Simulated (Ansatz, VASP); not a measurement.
**BaTe in VASP and in Ansatz**

```
CELL_PARAMETERS angstrom
4.43296 0.00000 0.00000
0.00000 4.43296 0.00000
0.00000 0.00000 4.60346
ATOMIC_POSITIONS crystal
Ba 0.00000 0.00000 0.00000
Te 0.50000 0.50000 0.50000
```

Change from the starting cell: strain +0.040 along x and y, +0.080 along z, atoms carried along.

Alike in both runs: task single point; functional PBEsol; k mesh 6 × 6 × 6; occupations gaussian, width 0.05 eV; no spin polarisation.

|  | VASP | Ansatz |
| --- | --- | --- |
| version | VASP 6.6.1 | Ansatz 0.2.0 |
| potentials or method | VASP PAW PBE potentials, release 64 (Ba_sv, Te), cutoff 520 eV | scalar-relativistic, plane waves, PAW |
| valence electrons in the cell | 16 | 26 |

Ansatz gave:

```
gap on the k mesh at the Fermi level (eV)                     : 0.92
least direct gap on the mesh (eV)                             : 0.92
pressure (GPa)                                                : -5.0
traceless stress, the component that is largest in VASP (GPa) : -1.49
```

Question: Estimate VASP's values.

Answer: gap on the k mesh at the Fermi level (eV): 0.85; least direct gap on the mesh (eV): 0.85; pressure (GPa): -4.7; traceless stress, the component that is largest in VASP (GPa): -1.49.

VASP's potentials were made for PBE, not for PBEsol. VASP's potentials hold 16 valence electrons a cell and Ansatz's 26, so a difference there can come from the potentials and not from the codes.

Neither program's run includes spin-orbit coupling.
